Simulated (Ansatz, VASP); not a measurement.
## One calculation of In, two programs

The input INCAR:

```
PREC = Accurate
ENCUT = 520
EDIFF = 1E-6
ISMEAR = -1
SIGMA = 0.1
LREAL = F
LASPH = T
NELM = 100
ALGO = Normal
ISIF = 2
LWAVE = F
LCHARG = F
GGA = RE
NBANDS = 26
```

KPOINTS

```
regular mesh
0
Gamma
  8 8 11
```

File POSCAR:

```
In
1.0
    5.5826623906      0.0000000000      0.0000000000
   -2.7913311953      4.8347274510      0.0000000000
    0.0000000000      0.0000000000      3.4665445236
In
3
Direct
    0.0000000000      0.0000000000      0.0000000000
    0.3333333333      0.6666666667      0.5000000000
    0.6666666667      0.3333333333      0.5000000000
```

Input for Ansatz:

```yaml
crystal:
  lattice:
    - [5.5826623906, 0.0, 0.0]
    - [-2.7913311953, 4.834727451, 0.0]
    - [0.0, 0.0, 3.4665445236]
  atoms:
    - { symbol: In, position: [0.0, 0.0, 0.0] }
    - { symbol: In, position: [0.3333333333, 0.6666666667, 0.5] }
    - { symbol: In, position: [0.6666666667, 0.3333333333, 0.5] }
hamiltonian:
  xc: revpbe
  pseudopotentials:
    kind: paw
    azcp:
      In: "pseudopotentials/In.paw.azcp"
basis:
  ecutwfc: 420
  fft_grid_basis: typed
kpoints:
  mp_grid: { grid: [8, 8, 11], shift: [0, 0, 0] }
magnetization:
  spin_polarized: false
scf:
  occupations: { method: fermi_dirac, width: 0.1 }
  lower_state_search: "off"
output:
  stress: true
```

Alike in both runs: task single point; functional revPBE; k mesh 8 × 8 × 11; occupations fermi-dirac, width 0.1 eV; no spin polarisation.

|  | VASP | Ansatz |
| --- | --- | --- |
| version | VASP 6.6.1 | Ansatz 0.2.0 |
| potentials or method | VASP PAW PBE potentials, release 64 (In_d), cutoff 520 eV | plane waves (420 eV) with PAW, scalar-relativistic |
| valence electrons in the cell | 39 | 39 |

```csv
,VASP,Ansatz,Ansatz less VASP
pressure (GPa),-1.8,-1.7,+0.02
"traceless stress, the component that is largest in VASP (GPa)",-0.16,-0.16,0.000
```

VASP's potentials were made for PBE, not for revPBE. The functional is the same, so the differences come from potentials, cutoffs and numerics.
